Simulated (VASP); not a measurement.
# Na2PbI (Pmmn) in VASP: single point with PBE

Aim: the single point of Na2PbI with PBE.

Everything below comes from runs of VASP 6.6.1. Logs are shortened: lines on timing, memory, paths and dates and some standing lists are left out, and cuts for length are marked.

## 1. The cell of the first run

It takes space group Pmmn (No. 59, orthorhombic). The conventional cell has a = 3.976 Å, b = 6.848 Å, c = 9.799 Å, α = 90.00°, β = 90.00°, γ = 90.00°. Na (site symmetry m) has 3 I at 3.10 to 3.26 Å and 4 Na at 3.36 to 3.98 Å and 3 Pb at 3.46 to 3.55 Å within 4.1 Å. Within 4.2 Å of I (site symmetry mm2) lie 6 Na at 3.10 to 3.26 Å and 6 I at 3.98 to 4.13 Å. Within 4.5 Å of Pb (site symmetry mm2) lie 6 Na at 3.46 to 3.55 Å and 6 Pb at 3.98 to 4.00 Å.

## 2. Single point, PBE

INCAR reads:

```
SYSTEM = Na2PbI
PREC = Accurate ; ENCUT = 520
EDIFF = 1E-7 ; ISMEAR = 0
SIGMA = 0.0914 ; LREAL = .FALSE.
LASPH = .TRUE. ; NELM = 60
ALGO = Normal ; ISIF = 2
LWAVE = .FALSE. ; LCHARG = .FALSE.
GGA = PE ; NBANDS = 45
```

KPOINTS reads:

```
Automatic mesh
0
G
  5 7 4
  0 0 0
```

POSCAR reads:

```
Na2PbI
1.0
    9.7993092855      0.0000000000     -0.0000260768
    0.0000000000      3.9761728448      0.0000000000
    0.0000182230      0.0000000000      6.8479438771
Na I Pb
4 2 2
Direct
    0.4902322623      0.0000000000      0.7454810127
    1.0410202377      0.5000000000      0.7545189873
    0.4902322623      0.0000000000      0.2545189873
    1.0410202377      0.5000000000      0.2454810127
    0.2057122248      0.0000000000      0.5000000000
    0.3255402752      0.5000000000      0.0000000000
    0.7359069228      0.5000000000      0.5000000000
    0.7953455772      0.0000000000      0.0000000000
```

Potentials or basis: VASP PAW PBE potentials, release 64 (Na_pv, I, Pb_d).

Run with:

```bash
cat potpaw_PBE.64/Na_pv/POTCAR potpaw_PBE.64/I/POTCAR potpaw_PBE.64/Pb_d/POTCAR > POTCAR
mpirun -np 1 vasp_std > vasp.out
```

OUTCAR:

```text
SYSTEM = Na2PbI
   PREC = Accurate
   ENCUT = 520
   EDIFF = 1E-7
   ISMEAR = 0
   LREAL = .FALSE.
   LASPH = .TRUE.
   NELM = 60
   ISIF = 2
   GGA = PE

 ion  position               nearest neighbor table
   1  0.490  0.000  0.745-   6 3.10   6 3.10   8 3.46
   2  0.041  0.500  0.755-   5 3.10   5 3.10   7 3.46
   3  0.490  0.000  0.255-   6 3.10   6 3.10   8 3.46
   4  0.041  0.500  0.245-   5 3.10   5 3.10   7 3.46
   5  0.206  0.000  0.500-   2 3.10   2 3.10   4 3.10   4 3.10
   6  0.326  0.500  0.000-   1 3.10   1 3.10   3 3.10   3 3.10
   7  0.736  0.500  0.500-   4 3.46   2 3.46   8 4.00   8 4.00   8 4.00   8 4.00
   8  0.795  0.000  0.000-   3 3.46   1 3.46   7 4.00   7 4.00   7 4.00   7 4.00

  LATTYP: Found a simple orthorhombic cell.
 ALAT       =     3.9761728448
 B/A-ratio  =     1.7222450191
 C/A-ratio  =     2.4645078743

  Lattice vectors:

 A1 = (   0.0000000000,   3.9761728448,   0.0000000000)
 A2 = (   0.0000182230,   0.0000000000,   6.8479438771)
 A3 = (   9.7993092855,   0.0000000000,  -0.0000260768)

Analysis of symmetry for initial positions (statically):
=====================================================================
 Subroutine PRICEL returns:
 Original cell was already a primitive cell.

 Routine SETGRP: Setting up the symmetry group for a
 simple orthorhombic supercell.

 Subroutine GETGRP returns: Found  8 space group operations
 (whereof  4 operations were pure point group operations)
 out of a pool of  8 trial point group operations.

The static configuration has the point symmetry C_2v.
 The point group associated with its full space group is D_2h.

Analysis of symmetry for dynamics (positions and initial velocities):
=====================================================================
 Subroutine PRICEL returns:
 Original cell was already a primitive cell.

 Routine SETGRP: Setting up the symmetry group for a
 simple orthorhombic supercell.

 Subroutine GETGRP returns: Found  8 space group operations
 (whereof  4 operations were pure point group operations)
 out of a pool of  8 trial point group operations.

The dynamic configuration has the point symmetry C_2v.
 The point group associated with its full space group is D_2h.

 Subroutine INISYM returns: Found  8 space group operations
 (whereof  4 operations are pure point group operations),
 and found     1 'primitive' translations

----------------------------------------------------------------------------------------

                                     Primitive cell

  volume of cell :     266.8216

  direct lattice vectors                    reciprocal lattice vectors
     9.799309285  0.000000000 -0.000026077     0.102048009  0.000000000 -0.000000272
     0.000000000  3.976172845  0.000000000     0.000000000  0.251498121  0.000000000
     0.000018223  0.000000000  6.847943877     0.000000389  0.000000000  0.146029234

  length of vectors
     9.799309286  3.976172845  6.847943877     0.102048009  0.251498121  0.146029234

  position of ions in fractional coordinates (direct lattice)
     0.490232262  0.000000000  0.745481013
     0.041020238  0.500000000  0.754518987
     0.490232262  0.000000000  0.254518987
     0.041020238  0.500000000  0.245481013
     0.205712225  0.000000000  0.500000000
     0.325540275  0.500000000  1.000000000
     0.735906923  0.500000000  0.500000000
     0.795345577  0.000000000  1.000000000

  ion indices of the primitive-cell ions
   primitive index   ion index
                 1           1
                 2           2
                 3           3
                 4           4
                 5           5
                 6           6
                 7           7
                 8           8

----------------------------------------------------------------------------------------

 KPOINTS: Automatic mesh

Automatic generation of k-mesh.
 Grid dimensions read from file:
 generate k-points for:    5    7    4

 Generating k-lattice:

  Cartesian coordinates                     Fractional coordinates (reciprocal lattice)
     0.020409602  0.000000000 -0.000000054     0.200000000  0.000000000  0.000000000
     0.000000000  0.035928303  0.000000000     0.000000000  0.142857143  0.000000000
     0.000000097  0.000000000  0.036507309    -0.000000000  0.000000000  0.250000000

  Length of vectors
     0.020409602  0.035928303  0.036507309

  Shift w.r.t. Gamma in fractional coordinates (k-lattice)
     0.000000000  0.000000000  0.000000000

 Subroutine IBZKPT returns following result:
 ===========================================

 Found     36 irreducible k-points:

 Following reciprocal coordinates:
            Coordinates               Weight
  0.000000  0.000000  0.000000      1.000000
  0.200000  0.000000 -0.000000      2.000000
  0.400000  0.000000 -0.000000      2.000000
  0.000000  0.142857  0.000000      2.000000
  0.200000  0.142857 -0.000000      4.000000
  0.400000  0.142857 -0.000000      4.000000
[... 16 lines left out ...]
  0.200000  0.428571  0.250000      8.000000
  0.400000  0.428571  0.250000      8.000000
 [... further k-points ...]
   k-points           NKPTS =     36   k-points in BZ     NKDIM =     36   number of bands    NBANDS=     45
   number of dos      NEDOS =    301   number of ions     NIONS =      8
   total plane-waves  NPLWV = 129600
   dimension x,y,z NGX =    80 NGY =   30 NGZ =   54
   dimension x,y,z NGXF=   160 NGYF=   60 NGZF=  108
   ions per type =               4   2   2
   NGX,Y,Z   is equivalent  to a cutoff of  13.57, 12.54, 13.11 a.u.
   NGXF,Y,Z  is equivalent  to a cutoff of  27.14, 25.09, 26.22 a.u.
 SYSTEM =  Na2PbI
   PREC   = accura    normal or accurate (medium, high low for compatibility)
   ISTART =      0    job   : 0-new  1-cont  2-samecut
   ICHARG =      2    charge: 1-file 2-atom 10-const
   ISPIN  =      1    spin polarized calculation?
   LNONCOLLINEAR =      F non collinear calculations
   LSORBIT =      F    spin-orbit coupling
   LASPH  =      T    aspherical Exc in radial PAW
   ENCUT  =  520.0 eV  38.22 Ry    6.18 a.u.  18.22  7.39 12.73*2*pi/ulx,y,z
   NELM   =     60;   NELMIN=  2; NELMDL= -5     # of ELM steps
   EDIFF  = 0.1E-06   stopping-criterion for ELM
   LREAL  =      F    real-space projection
   EDIFFG = 0.1E-05   stopping-criterion for IOM
   NSW    =      0    number of steps for IOM
   IBRION =     -1    ionic relax: 0-MD 1-quasi-New 2-CG
   NFREE  =      0    steps in history (QN), initial steepest desc. (CG)
   ISIF   =      2    stress and relaxation
   ISYM   =      2    0-nonsym 1-usesym 2-fastsym
   POTIM  = 0.5000    time-step for ionic-motion
   TEBEG  =    0.0;   TEEND  =   0.0 temperature during run
   PSTRESS=    0.0 pullay stress
   NELECT =      70.0000    total number of electrons
   NUPDOWN=      -1.0000    fix difference up-down
   EMIN   =  10.00;   EMAX   =-10.00  energy-range for DOS
   EFERMI =   0.00;   METHOD = LEGACY
   ISMEAR =     0;   SIGMA  =   0.09  broadening in eV -4-tet -1-fermi 0-gaus
   EFERMI_NEDOS =   21; number of points for ismear=-14 and -15
   IALGO  =     38    algorithm
   IMIX   =      4    mixing-type and parameters
     AMIX     =   0.40;   BMIX     =  1.00
     AMIX_MAG =   1.60;   BMIX_MAG =  1.00
  volume/ion in A,a.u.               =      33.35       225.08
  Fermi-wavevector in a.u.,A,eV,Ry     =   1.048014  1.980460 14.943741  1.098334
  Thomas-Fermi vector in A             =   2.182918
   LORBIT       =      0    0 simple, 1 ext, 2 COOP (PROOUT), +10 PAW based schemes
   GGA     = PE    functional components
   LHFCALC =     F    Hartree Fock is set to
   AEXX    =    0.0000 exact exchange contribution
   IVDW    =     0    specifies the selected vdW correction
   LEPSILON=     F    determine dielectric tensor
   LRPA    =     F    only Hartree local field effects (RPA)
 non-spin polarized calculation
 Gauss-broadening in eV      SIGMA  =   0.09
  energy-cutoff  :      520.00
  volume of cell :      266.82
 maximum number of plane-waves:      7239
 NGX is ok and might be reduce to    80
   NGX = 37   NGY = 15   NGZ = 25

 number of electron      70.0000011 magnetization

 Free energy of the ion-electron system (eV)
  ---------------------------------------------------
  ext. energy  EPLUGINS =         0.00000000
  ---------------------------------------------------
  free energy    TOTEN  =       -19.51411922 eV

  energy without entropy =      -19.49655700  energy(sigma->0) =      -19.50533811

 E-fermi :   3.0164     XC(G=0):  -8.0249

 val. band max:        3.0103287948   @ k =   0.4000   0.1429  -0.0000
 cond. band min:       3.0187005928   @ k =   0.2000   0.4286   0.5000
 fundamental gap:      0.0083717980
 Fermi energy:         3.0163972183

 k-point     1 :       0.0000    0.0000    0.0000
  band No.  band energies     occupation
      1     -21.5196      2.00000
      2     -21.5188      2.00000
      3     -21.4753      2.00000
      4     -21.4751      2.00000
      5     -21.4742      2.00000
      6     -21.4742      2.00000
[... 37 lines left out ...]
     44       8.1643      0.00000
     45       8.7946      0.00000

 k-point     2 :       0.2000    0.0000   -0.0000
  band No.  band energies     occupation
      1     -21.5196      2.00000
      2     -21.5188      2.00000
      3     -21.4753      2.00000
      4     -21.4751      2.00000
      5     -21.4742      2.00000
      6     -21.4742      2.00000
[... 37 lines left out ...]
     44       7.9014      0.00000
     45       8.4851      0.00000

 k-point     3 :       0.4000    0.0000   -0.0000
  band No.  band energies     occupation
      1     -21.5195      2.00000
      2     -21.5189      2.00000
      3     -21.4753      2.00000
      4     -21.4751      2.00000
      5     -21.4742      2.00000
      6     -21.4742      2.00000
[... 37 lines left out ...]
     44       7.7956      0.00000
     45       8.0620      0.00000

 k-point     4 :       0.0000    0.1429    0.0000
  band No.  band energies     occupation
      1     -21.5192      2.00000
      2     -21.5185      2.00000
      3     -21.4774      2.00000
      4     -21.4773      2.00000
      5     -21.4741      2.00000
      6     -21.4741      2.00000
[... 901 lines left out ...]
     44       7.4416      0.00000
     45       7.5437      0.00000

 k-point    23 :       0.2000    0.4286    0.2500
  band No.  band energies     occupation
      1     -21.5112      2.00000
      2     -21.5110      2.00000
      3     -21.4851      2.00000
      4     -21.4851      2.00000
      5     -21.4807      2.00000
      6     -21.4806      2.00000
[... 37 lines left out ...]
     44       7.4824      0.00000
     45       7.8759      0.00000

 k-point    24 :       0.4000    0.4286    0.2500
  band No.  band energies     occupation
      1     -21.5112      2.00000
      2     -21.5110      2.00000
      3     -21.4851      2.00000
      4     -21.4851      2.00000
      5     -21.4806      2.00000
      6     -21.4806      2.00000
[... 37 lines left out ...]
     44       7.9912      0.00000
     45       8.1091      0.00000

 [... further k-points ...]

------------------------ aborting loop because EDIFF is reached ----------------------------------------

  FORCE on cell =-STRESS in cart. coord.  units (eV):
  Direction    XX          YY          ZZ          XY          YZ          ZX
  --------------------------------------------------------------------------------------
  -------------------------------------------------------------------------------------
  Total        0.0208784      0.0229369     -0.0041911      0.0000000      0.0000000     -0.0000001
  in kB        0.1253679      0.1377285     -0.0251665      0.0000000      0.0000000     -0.0000004
  external PRESSURE =       0.0793100 kB  Pullay stress =       0.0000000 kB

 VOLUME and BASIS-vectors are now :
 -----------------------------------------------------------------------------
  energy-cutoff  :      520.00
  volume of cell :      266.82
      direct lattice vectors                 reciprocal lattice vectors
     9.799309285  0.000000000 -0.000026077     0.102048009  0.000000000 -0.000000272
     0.000000000  3.976172845  0.000000000     0.000000000  0.251498121  0.000000000
     0.000018223  0.000000000  6.847943877     0.000000389  0.000000000  0.146029234

 POSITION                                       TOTAL-FORCE (eV/Angst)
 -----------------------------------------------------------------------------------
      4.80395      0.00000      5.10500         0.000733      0.000000     -0.003046
      0.40198      1.98809      5.16690        -0.000733     -0.000000      0.003046
      4.80394      0.00000      1.74292         0.000733      0.000000      0.003046
      0.40197      1.98809      1.68104        -0.000733      0.000000     -0.003046
      2.01585      0.00000      3.42397         0.006770      0.000000     -0.000000
      3.19007      1.98809     -0.00001        -0.006770      0.000000      0.000000
      7.21139      1.98809      3.42395        -0.001910      0.000000      0.000000
      7.79384      0.00000     -0.00002         0.001910      0.000000     -0.000000
 -----------------------------------------------------------------------------------
    total drift:                               -0.000000     -0.000000      0.000000

  FREE ENERGIE OF THE ION-ELECTRON SYSTEM (eV)
  ---------------------------------------------------
  free  energy   TOTEN  =       -19.5141192212 eV

  energy  without entropy=      -19.4965569959  energy(sigma->0) =      -19.50533811
```

It took 7.2 min on 1 thread of Intel Xeon Platinum 8259CL at 2.50GHz (Skylake/Cascade Lake), shared host; peak memory 0.57 GiB.

Results:

```yaml
Free_energy: -19.5141 eV
Pressure: 0.0 GPa
Largest_force: 0.007 eV/Å
Band_gap_on_the_k_mesh: zero (bands 35 and 36 overlap by 0.97 eV)
```

Forces on the atoms (eV/Å):
```
Na   0.001  0.000 -0.003
Na  -0.001  0.000  0.003
Na   0.001  0.000  0.003
Na  -0.001  0.000 -0.003
I    0.007  0.000  0.000
I   -0.007  0.000  0.000
Pb  -0.002  0.000  0.000
Pb   0.002  0.000  0.000
```

Caveat: spin-orbit coupling is left out, which moves the levels of the heavy elements.
